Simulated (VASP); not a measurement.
Crystal: SnO2.

```
Sn O
1.0
     5.17526    0.00000    0.00000
     0.00000    5.17526    0.00000
     0.00000    0.00000    5.17526
Sn O
4 8
Direct
  0.00000 0.00000 0.00000
  0.50000 0.00000 0.50000
  0.50000 0.50000 0.00000
  0.00000 0.50000 0.50000
  0.66110 0.83890 0.16110
  0.83890 0.16110 0.66110
  0.16110 0.66110 0.83890
  0.33890 0.33890 0.33890
  0.66110 0.66110 0.66110
  0.83890 0.33890 0.16110
  0.16110 0.83890 0.33890
  0.33890 0.16110 0.83890
```

Base run:

```yaml
Program: VASP 6.6.1
Functional: BLYP
Potentials_or_basis: VASP PAW PBE potentials, release 64 (Sn_d, O)
Cutoff: 520 eV
k_mesh: 4 × 4 × 4
Occupations: fermi-dirac, width 0.05 eV
Spin: no spin polarisation
```

Its results: band gap on the k mesh 0.62 eV, indirect (least direct gap 0.67 eV); pressure 6.2 GPa; largest force 0.038 eV/Å.

Question: The run is repeated on the same cell with these changes: functional from BLYP to PBE. What comes out?

Answer: Band gap on the k mesh 0.56 eV, indirect (least direct gap 0.62 eV); pressure 0.0 GPa; largest force 0.005 eV/Å.

PBE binds more tightly than BLYP, so the same cell stands under less pressure.

Caveats: spin-orbit coupling is left out, which moves the levels of the heavy elements; the PAW data sets were made with another functional, which shifts forces and pressure a little (some runs).

A k mesh can miss the band edges.
